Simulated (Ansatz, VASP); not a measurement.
## InAs: VASP beside Ansatz

```
In As
1.0
     0.00000    3.01800    3.01800
     3.01800    0.00000    3.01800
     3.01800    3.01800    0.00000
In As
1 1
Direct
  0.00000 0.00000 0.00000
  0.75000 0.75000 0.75000
```

Alike in both runs: task relaxation of cell and atoms; functional revPBE; dispersion D4; k mesh 8 × 8 × 8; occupations fermi-dirac, width 0.05 eV; no spin polarisation.

```csv
,VASP,Ansatz
version,VASP 6.6.1,Ansatz 0.2.0
potentials or method,"VASP PAW PBE potentials, release 64 (In_d, As), cutoff 600 eV","all-electron LAPW, scalar-relativistic"
```

VASP gave:

| Item | Value |
| --- | --- |
| relaxed volume (Å³/atom) | 28.46 |
| relaxed cell length with the largest relative difference (Å) | 4.318 |

Task: Estimate Ansatz's values.

Result: Relaxed volume (Å³/atom): 28.45; relaxed cell length with the largest relative difference (Å): 4.317.

VASP's potentials were made for PBE, not for revPBE. Ansatz ran all-electron here, and VASP with PAW potentials.
